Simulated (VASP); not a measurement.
# Si4Ge in VASP: notebook

The runs below take Si4Ge through single point, relaxation of cell and atoms, with PBE, PBEsol.

Everything below comes from runs of VASP 6.6.1. Logs are shortened: lines on timing, memory, paths and dates and some standing lists are left out, and cuts for length are marked.

### Step 1. The cell of the first run

The structure is tetragonal, space group I4_1/a (No. 88). The conventional cell has a = 8.728 Å, b = 8.728 Å, c = 5.520 Å, α = 90.00°, β = 90.00°, γ = 90.00°. Within 3.1 Å of Si (site symmetry 1) lie 3 Si at 2.37 Å and 1 Ge at 2.42 Å. Ge (site symmetry -4) has 4 Si at 2.42 Å within 3.2 Å.

### Step 2. Single point, PBE

Input file INCAR:

```
PREC     = Accurate       # precision mode
ENCUT    = 520            # plane-wave cutoff, eV
EDIFF    = 1E-7           # SCF threshold, eV
ISMEAR   = 0              # smearing method
SIGMA    = 0.02           # smearing width, eV
LREAL    = F              # projectors in reciprocal space
LASPH    = T              # aspherical terms in the spheres
NELM     = 80             # most SCF steps
ALGO     = Normal         # electronic algorithm
ISIF     = 2              # what is computed and relaxed
LWAVE    = F              # write WAVECAR
LCHARG   = F              # write CHGCAR
GGA      = PE             # functional
NBANDS   = 41             # bands
```

Input file KPOINTS:

```
Automatic mesh
0
Gamma
  6 6 6
```

Input file POSCAR:

```
Si4Ge
1.0
   -4.3638782353      4.3638782353      2.7601142906
    4.3638782353     -4.3638782353      2.7601142906
    4.3638782353      4.3638782353     -2.7601142906
Si Ge
8 2
Direct
    0.3930972474      0.1965664301      0.6002657873
    0.5428314601      0.6430972474      0.6965308173
    0.3569027526      0.0534335699      0.8997342127
    0.9465664301      0.8463006428      0.3034691827
    0.2071685399      0.6069027526      0.8034691827
    0.1536993572      0.4571685399      0.1002657873
    0.8034335699      0.4036993572      0.1965308173
    0.5963006428      0.7928314601      0.3997342127
    0.0000000000      0.0000000000      0.0000000000
    0.7500000000      0.2500000000      0.5000000000
```

Potentials or basis: VASP PAW PBE potentials, release 64 (Si, Ge_d).

Command:

```sh
$ cat potpaw_PBE.64/Si/POTCAR potpaw_PBE.64/Ge_d/POTCAR > POTCAR
$ mpirun -np 1 vasp_std > vasp.out
```

OUTCAR:

```text
PREC = Accurate
   ENCUT = 520
   EDIFF = 1E-7
   ISMEAR = 0
   LREAL = F
   LASPH = T
   NELM = 80
   ISIF = 2
   GGA = PE

 ion  position               nearest neighbor table
   1  0.393  0.197  0.600-   3 2.37   4 2.37   2 2.37  10 2.42
   2  0.543  0.643  0.697-   5 2.37   1 2.37   8 2.37   9 2.42
   3  0.357  0.053  0.900-   1 2.37   7 2.37   5 2.37   9 2.42
   4  0.947  0.846  0.303-   7 2.37   8 2.37   1 2.37   9 2.42
   5  0.207  0.607  0.803-   2 2.37   3 2.37   6 2.37  10 2.42
   6  0.154  0.457  0.100-   8 2.37   7 2.37   5 2.37   9 2.42
   7  0.803  0.404  0.197-   4 2.37   6 2.37   3 2.37  10 2.42
   8  0.596  0.793  0.400-   6 2.37   4 2.37   2 2.37  10 2.42
   9  0.000  0.000  0.000-   4 2.42   3 2.42   2 2.42   6 2.42
  10  0.750  0.250  0.500-   7 2.42   5 2.42   1 2.42   8 2.42

  LATTYP: Found a body centered tetragonal cell.
 ALAT       =     8.7277564706
 C/A-ratio  =     0.6324911333

  Lattice vectors:

 A1 = (  -4.3638782353,   4.3638782353,   2.7601142906)
 A2 = (   4.3638782353,  -4.3638782353,   2.7601142906)
 A3 = (   4.3638782353,   4.3638782353,  -2.7601142906)

Analysis of symmetry for initial positions (statically):
=====================================================================
 Subroutine PRICEL returns:
 Original cell was already a primitive cell.

 Routine SETGRP: Setting up the symmetry group for a
 body centered tetragonal supercell.

 Subroutine GETGRP returns: Found  8 space group operations
 (whereof  4 operations were pure point group operations)
 out of a pool of 16 trial point group operations.

The static configuration has the point symmetry S_4 .
 The point group associated with its full space group is C_4h.

Analysis of symmetry for dynamics (positions and initial velocities):
=====================================================================
 Subroutine PRICEL returns:
 Original cell was already a primitive cell.

 Routine SETGRP: Setting up the symmetry group for a
 body centered tetragonal supercell.

 Subroutine GETGRP returns: Found  8 space group operations
 (whereof  4 operations were pure point group operations)
 out of a pool of 16 trial point group operations.

The dynamic configuration has the point symmetry S_4 .
 The point group associated with its full space group is C_4h.

 Subroutine INISYM returns: Found  8 space group operations
 (whereof  4 operations are pure point group operations),
 and found     1 'primitive' translations

[... 112 lines left out ...]
   EDIFFG = 0.1E-05   stopping-criterion for IOM
   NSW    =      0    number of steps for IOM
   IBRION =     -1    ionic relax: 0-MD 1-quasi-New 2-CG
   NFREE  =      0    steps in history (QN), initial steepest desc. (CG)
   ISIF   =      2    stress and relaxation
   ISYM   =      2    0-nonsym 1-usesym 2-fastsym
   POTIM  = 0.5000    time-step for ionic-motion
   TEBEG  =    0.0;   TEEND  =   0.0 temperature during run
   PSTRESS=    0.0 pullay stress
   NELECT =      60.0000    total number of electrons
   NUPDOWN=      -1.0000    fix difference up-down
   EMIN   =  10.00;   EMAX   =-10.00  energy-range for DOS
   EFERMI =   0.00;   METHOD = LEGACY
   ISMEAR =     0;   SIGMA  =   0.02  broadening in eV -4-tet -1-fermi 0-gaus
   EFERMI_NEDOS =   21; number of points for ismear=-14 and -15
   IALGO  =     38    algorithm
   IMIX   =      4    mixing-type and parameters
     AMIX     =   0.40;   BMIX     =  1.00
     AMIX_MAG =   1.60;   BMIX_MAG =  1.00
  volume/ion in A,a.u.               =      21.02       141.88
  Fermi-wavevector in a.u.,A,eV,Ry     =   1.077824  2.036792 15.805948  1.161704
  Thomas-Fermi vector in A             =   2.213746
   LORBIT       =      0    0 simple, 1 ext, 2 COOP (PROOUT), +10 PAW based schemes
   GGA     = PE    functional components
   LHFCALC =     F    Hartree Fock is set to
   AEXX    =    0.0000 exact exchange contribution
   IVDW    =     0    specifies the selected vdW correction
   LEPSILON=     F    determine dielectric tensor
   LRPA    =     F    only Hartree local field effects (RPA)
 non-spin polarized calculation
 Gauss-broadening in eV      SIGMA  =   0.02
  energy-cutoff  :      520.00
  volume of cell :      210.25
 maximum number of plane-waves:      5686
   NGX = 25   NGY = 25   NGZ = 25

 number of electron      60.0000021 magnetization

 Free energy of the ion-electron system (eV)
  ---------------------------------------------------
  ext. energy  EPLUGINS =         0.00000000
  ---------------------------------------------------
  free energy    TOTEN  =       -52.34374597 eV

  energy without entropy =      -52.34374597  energy(sigma->0) =      -52.34374597

 E-fermi :   5.4952     XC(G=0):  -9.4322

 val. band max:        5.3985056072   @ k =   0.0000   0.0000   0.0000
 cond. band min:       6.1219466265   @ k =   0.5000   0.5000   0.1667
 fundamental gap:      0.7234410193
 Fermi energy:         5.4951787411

 k-point     1 :       0.0000    0.0000    0.0000
  band No.  band energies     occupation
      1     -18.7995      2.00000
      2     -18.7995      2.00000
      3     -18.7994      2.00000
      4     -18.7994      2.00000
      5     -18.7991      2.00000
      6     -18.7989      2.00000
[... 1045 lines left out ...]
     40       9.3122      0.00000
     41       9.5223      0.00000

 [... further k-points ...]
[... 5 lines left out ...]
  --------------------------------------------------------------------------------------
  -------------------------------------------------------------------------------------
  Total       -0.1069562     -0.1069562     -0.0999986      0.0000000      0.0000000      0.0000000
  in kB       -0.8150501     -0.8150501     -0.7620303      0.0000000      0.0000000      0.0000000
  external PRESSURE =      -0.7973769 kB  Pullay stress =       0.0000000 kB

 VOLUME and BASIS-vectors are now :
 -----------------------------------------------------------------------------
  energy-cutoff  :      520.00
  volume of cell :      210.25
      direct lattice vectors                 reciprocal lattice vectors
    -4.363878235  4.363878235  2.760114291     0.000000000  0.114576982  0.181151919
     4.363878235 -4.363878235  2.760114291     0.114576982  0.000000000  0.181151919
     4.363878235  4.363878235 -2.760114291     0.114576982  0.114576982  0.000000000

 POSITION                                       TOTAL-FORCE (eV/Angst)
 -----------------------------------------------------------------------------------
      1.76185      3.47712     -0.02926         0.000368      0.000127     -0.000531
      3.47712      2.60203      1.35079         0.000127     -0.000368     -0.000531
      2.60203      5.25063     -1.35079        -0.000368     -0.000127      0.000531
      0.88675      1.76185      4.11091        -0.000127      0.000368     -0.000531
      5.25063      1.76185      0.02926        -0.000127      0.000368      0.000531
      1.76185     -0.88675      1.40932         0.000368      0.000127      0.000531
     -0.88675      2.60203      2.78938         0.000127     -0.000368      0.000531
      2.60203      0.88675      2.73085        -0.000368     -0.000127     -0.000531
      0.00000      0.00000      0.00000         0.000000      0.000000      0.000000
      0.00000      4.36388      1.38006         0.000000      0.000000      0.000000
 -----------------------------------------------------------------------------------
    total drift:                               -0.000000      0.000000      0.000000

  FREE ENERGIE OF THE ION-ELECTRON SYSTEM (eV)
  ---------------------------------------------------
  free  energy   TOTEN  =       -52.3437459730 eV

  energy  without entropy=      -52.3437459730  energy(sigma->0) =      -52.34374597
```

OSZICAR:

```text
N       E                     dE             d eps       ncg     rms          rms(c)
DAV:   1     0.438779940580E+03    0.43878E+03   -0.25598E+04  3849   0.217E+03
DAV:   2     0.248378694953E+02   -0.41394E+03   -0.39132E+03  2985   0.642E+02
DAV:   3    -0.487809299643E+02   -0.73619E+02   -0.71458E+02  3588   0.146E+02
DAV:   4    -0.529709326475E+02   -0.41900E+01   -0.41650E+01  3647   0.407E+01
DAV:   5    -0.530932092409E+02   -0.12228E+00   -0.12217E+00  3798   0.712E+00    0.991E+00
DAV:   6    -0.525706978514E+02    0.52251E+00   -0.33398E-01  3639   0.276E+00    0.597E+00
DAV:   7    -0.523371939794E+02    0.23350E+00   -0.57901E-01  3432   0.292E+00    0.414E-01
DAV:   8    -0.523412244196E+02   -0.40304E-02   -0.49360E-02  3691   0.155E+00    0.259E-01
DAV:   9    -0.523433198248E+02   -0.20954E-02   -0.55661E-03  3592   0.377E-01    0.141E-01
DAV:  10    -0.523435447594E+02   -0.22493E-03   -0.28409E-04  4163   0.895E-02    0.798E-02
DAV:  11    -0.523437452414E+02   -0.20048E-03   -0.35593E-04  3390   0.895E-02    0.438E-02
DAV:  12    -0.523437440429E+02    0.11985E-05   -0.19874E-05  3589   0.283E-02    0.425E-03
DAV:  13    -0.523437460433E+02   -0.20004E-05   -0.31693E-06  3575   0.103E-02    0.370E-03
DAV:  14    -0.523437459730E+02    0.70320E-07   -0.10134E-07  2883   0.226E-03
   1 F= -.52343746E+02 E0= -.52343746E+02  d E =-.910269E-14
```

stdout:

```text
POSCAR found type information on POSCAR SiGe
 POSCAR found :  2 types and      10 ions
 scaLAPACK will be used
 LDA part: xc-table for (Slater+PW92), standard interpolation
 POSCAR, INCAR and KPOINTS ok, starting setup
 FFT: planning ... GRIDC
 FFT: planning ... GRID_SOFT
 FFT: planning ... GRID
 WAVECAR not read
 entering main loop
```

Wall time 3.3 min (1 thread of Intel Xeon 6975P-C (Granite Rapids), shared host); peak memory 0.46 GiB.

Results:

```
Free energy            : -52.3437 eV
Pressure               : -0.1 GPa
Band gap on the k mesh : 0.72 eV, indirect (least direct gap 1.30 eV)
```

Levels at points of the mesh, in eV from the valence-band top:
| k point | band 27 | band 28 | band 29 | band 30 | band 31 | band 32 | band 33 | band 34 |
| --- | --- | --- | --- | --- | --- | --- | --- | --- |
| (0.00, 0.00, 0.00) | -2.86 | 0.00 | 0.00 | 0.00 | 2.38 | 2.53 | 2.53 | 2.54 |
| (0.50, 0.00, 0.00) | -1.39 | -1.31 | -1.21 | -1.20 | 1.15 | 2.55 | 2.55 | 2.63 |
| (0.50, 0.50, 0.00) | -2.04 | -2.04 | -0.98 | -0.98 | 0.76 | 0.76 | 2.14 | 2.14 |
| (0.50, 0.50, 0.50) | -2.12 | -2.12 | -1.99 | -1.99 | 0.76 | 0.76 | 1.68 | 1.68 |

A k mesh can miss the band edges. PBE gaps usually lie below the measured ones, often by a third to a half.

(Continued in part 2 of 3.)
